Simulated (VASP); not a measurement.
Set up this calculation in VASP 6.6.1, as the native input.

| Quantity | Value |
| --- | --- |
| Task | single point |
| Functional | PBE |
| Potentials or basis | VASP PAW PBE potentials, release 64 (Ir) |
| Cutoff | 520 eV |
| k mesh | 22 × 22 × 22 |
| Occupations | gaussian, width 0.15 eV |
| Spin | no spin polarisation |
| Dipole correction | no |
| Further INCAR settings | ALGO = Fast; EDIFF = 1e-06; NBANDS = 10 |

The structure of Ir lies in POSCAR:

```
Ir
1.0
    0.0000000000      1.8993165837      2.1053924330
    1.8993165837      0.0000000000      2.1053924330
    1.8993165837      1.8993165837      0.0000000000
Ir
1
Direct
    0.0000000000      0.0000000000      0.0000000000
```

One way to write it, as run:

INCAR

```
SYSTEM = Ir
ALGO = Fast
EDIFF = 1E-6
ENCUT = 520
GGA = PE
ISIF = 2
ISMEAR = 0
LASPH = .TRUE.
LCHARG = .FALSE.
LREAL = .FALSE.
LWAVE = .FALSE.
NBANDS = 10
NELM = 60
PREC = Accurate
SIGMA = 0.15
```

KPOINTS

```
k-points
0
G
  22 22 22
  0 0 0
```

Potentials or basis: VASP PAW PBE potentials, release 64 (Ir).

Launch:

```sh
$ cat potpaw_PBE.64/Ir/POTCAR > POTCAR
$ mpirun -np 1 vasp_std > vasp.out
```

It gave:

```yaml
Pressure: -11.1 GPa
Band_gap_on_the_k_mesh: zero (an odd number of electrons rules out a gap without spin polarisation)
```

Caveat: the stress differs along the axes, from -32 to -1 GPa; spin-orbit coupling is left out, which moves the levels of the heavy elements.

It took 3 min on 1 thread of Intel Xeon 8259CL, with other jobs on the host, peak memory 0.25 GiB.
